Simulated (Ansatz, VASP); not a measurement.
**Two plane-wave programs on Be2Si**

File INCAR:

```
SYSTEM = Be2Si
  PREC = Accurate
  ENCUT = 520
  EDIFF = 1E-7
  ISMEAR = -1
  SIGMA = 0.05
  LREAL = .FALSE.
  LASPH = .TRUE.
  NELM = 80
  ALGO = Fast
  ISIF = 2
  LWAVE = .FALSE.
  LCHARG = .TRUE.
  GGA = RP
  LELF = .TRUE.
  LVHAR = .TRUE.
  NBANDS = 11
```

The input KPOINTS:

```
Automatic mesh
0
G
  5 5 5
  0 0 0
```

Contents of POSCAR:

```
Be2Si
1.0
    0.0000000000      2.6400000000      2.6400000000
    2.6400000000      0.0000000000      2.6400000000
    2.6400000000      2.6400000000      0.0000000000
Si Be
1 2
Direct
    0.0000000000      0.0000000000      0.0000000000
    0.2500000000      0.2500000000      0.2500000000
    0.7500000000      0.7500000000      0.7500000000
```

The input input.yaml:

```yaml
crystal:
  lattice:
    - [0.0, 2.64, 2.64]
    - [2.64, 0.0, 2.64]
    - [2.64, 2.64, 0.0]
  atoms:
    - { symbol: Si, position: [0.0, 0.0, 0.0] }
    - { symbol: Be, position: [0.25, 0.25, 0.25] }
    - { symbol: Be, position: [0.75, 0.75, 0.75] }
hamiltonian:
  xc: rpbe
  pseudopotentials: { kind: paw }
kpoints:
  mp_grid: { grid: [5, 5, 5] }
scf:
  occupations: { method: fermi_dirac, width: 0.05 }
  n_extra_bands: 7
output:
  forces: true
  stress: true
  eigenvalues: true
  dos: { projected: true, de: 0.05, nscf_kmesh: { grid: [8, 8, 8] } }
```

Alike in both runs: functional RPBE; k mesh 5 × 5 × 5; occupations fermi-dirac, width 0.05 eV; no spin polarisation.

|  | VASP | Ansatz |
| --- | --- | --- |
| version | VASP 6.6.1 | Ansatz 0.2.0 |
| potentials or method | VASP PAW PBE potentials, release 64 (Si, Be) | Ansatz PAW |
| plane-wave cutoff (eV) | 520 | 420 |
| valence electrons in the cell | 8 | 8 |
| task | single point | projected density of states |

```csv
,VASP,Ansatz,Ansatz less VASP
gap on the k mesh at the Fermi level (eV),none,none,-
pressure (GPa),2.1,2.2,+0.06
```

VASP's potentials were made for PBE, not for RPBE. A gap of «none» marks a metal or a gap that the smearing closes. The functional is the same, so the differences come from potentials, cutoffs and numerics.

The k mesh is coarse, so the values compare programs but aren't converged.
